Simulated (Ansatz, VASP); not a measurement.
Two plane-wave programs on Hf

Contents of POSCAR:

```
Hf
1.0
    0.0000000000      2.2200000000      2.2200000000
    2.2422000000      0.0000000000      2.2200000000
    2.2422000000      2.2200000000      0.0000000000
Hf
1
Direct
    0.0000000000      0.0000000000      0.0000000000
```

Contents of INCAR.step1:

```
SYSTEM = Hf
PREC = Accurate
ENCUT = 520
ISMEAR = 0
SIGMA = 0.15
LREAL = .FALSE.
LASPH = .TRUE.
NELM = 60
NBANDS = 11
GGA = PE
ALGO = Normal
EDIFF = 1E-4
LWAVE = .TRUE.
LCHARG = .FALSE.
```

Contents of INCAR.step2:

```
SYSTEM = Hf
PREC = Accurate
ENCUT = 520
EDIFF = 1E-6
ISMEAR = 0
SIGMA = 0.15
LREAL = .FALSE.
LASPH = .TRUE.
NELM = 60
ALGO = Normal
ISIF = 2
LWAVE = .FALSE.
LCHARG = .FALSE.
METAGGA = R2SCAN
LMIXTAU = .TRUE.
NBANDS = 11
ISTART = 1
```

Contents of KPOINTS:

```
regular mesh
0
G
  18 18 18
  0 0 0
```

Input for Ansatz:

```yaml
crystal:
  lattice:
    - [0.0, 2.22, 2.22]
    - [2.2422, 0.0, 2.22]
    - [2.2422, 2.22, 0.0]
  atoms:
    - { symbol: Hf, position: [0.0, 0.0, 0.0] }
basis:
  ecutwfc: 500
kpoints:
  mp_grid: { grid: [18, 18, 18] }
hamiltonian:
  xc: r2scan
scf:
  occupations: { method: gaussian, width: 0.15 }
output:
  forces: true
  stress: true
  eigenvalues: true
```

Change from the starting cell: strain +0.0100 x Voigt [1, 0, 0, 0, 0, 0], atoms carried along.

Alike in both runs: task single point; functional r2SCAN; k mesh 18 × 18 × 18; occupations gaussian, width 0.15 eV; no spin polarisation.

```csv
,VASP,Ansatz
version,VASP 6.6.1,Ansatz 0.2.0
potentials or method,"VASP PAW PBE potentials, release 64 (Hf_pv), cutoff 520 eV","scalar-relativistic, plane waves, PAW"
valence electrons in the cell,10,26
```

```csv
,VASP,Ansatz,Ansatz less VASP
gap on the k mesh at the Fermi level (eV),none,none,-
pressure (GPa),1.1,1.6,+0.50
"traceless stress, the component that is largest in VASP (GPa)",-0.40,-0.40,+0.003
```

VASP's potentials were made for PBE, not for r2SCAN. A gap of «none» marks a metal or a gap that the smearing closes. With one functional, cell and mesh, what is left measures potentials, basis and numerics. VASP's potentials hold 10 valence electrons a cell and Ansatz's 26, so a difference there can come from the potentials and not from the codes.

Neither program's run includes spin-orbit coupling.
